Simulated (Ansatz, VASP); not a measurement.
## Al: VASP beside Ansatz

The input INCAR:

```
ALGO = Normal
EDIFF = 1E-7
ENCUT = 520
GGA = PE
ISIF = 2
ISMEAR = -1
LASPH = True
LCHARG = False
LREAL = False
LWAVE = False
NBANDS = 8
NELM = 80
PREC = Accurate
SIGMA = 0.1
```

KPOINTS

```
k-points
0
Gamma
  15 15 15
```

POSCAR

```
Al
1.0
   -1.5744905507      1.5744905507      1.5744905507
    1.5744905507     -1.5744905507      1.5744905507
    1.5744905507      1.5744905507     -1.5744905507
Al
1
Direct
    0.0000000000      0.0000000000      0.0000000000
```

Input for Ansatz:

```yaml
crystal:
  lattice:
    - [-1.5744905507, 1.5744905507, 1.5744905507]
    - [1.5744905507, -1.5744905507, 1.5744905507]
    - [1.5744905507, 1.5744905507, -1.5744905507]
  atoms:
    - { symbol: Al, position: [0.0, 0.0, 0.0] }
hamiltonian:
  xc: pbe
  pseudopotentials:
    kind: paw
    azcp:
      Al: "pseudopotentials/Al.paw.azcp"
basis:
  ecutwfc: 420
  fft_grid_basis: typed
kpoints:
  mp_grid: { grid: [15, 15, 15], shift: [0, 0, 0] }
magnetization:
  spin_polarized: false
scf:
  occupations: { method: fermi_dirac, width: 0.1 }
  lower_state_search: "off"
output:
  stress: true
```

Alike in both runs: task single point; functional PBE; k mesh 15 × 15 × 15; occupations fermi-dirac, width 0.1 eV; no spin polarisation.

|  | VASP | Ansatz |
| --- | --- | --- |
| version | VASP 6.6.1 | Ansatz 0.2.0 |
| potentials or method | VASP PAW PBE potentials, release 64 (Al), cutoff 520 eV | plane waves (420 eV) with PAW, scalar-relativistic |
| valence electrons in the cell | 3 | 3 |

```csv
,VASP,Ansatz,Ansatz less VASP
pressure (GPa),6.6,6.6,+0.02
```

The functional is the same, so the differences come from potentials, cutoffs and numerics.
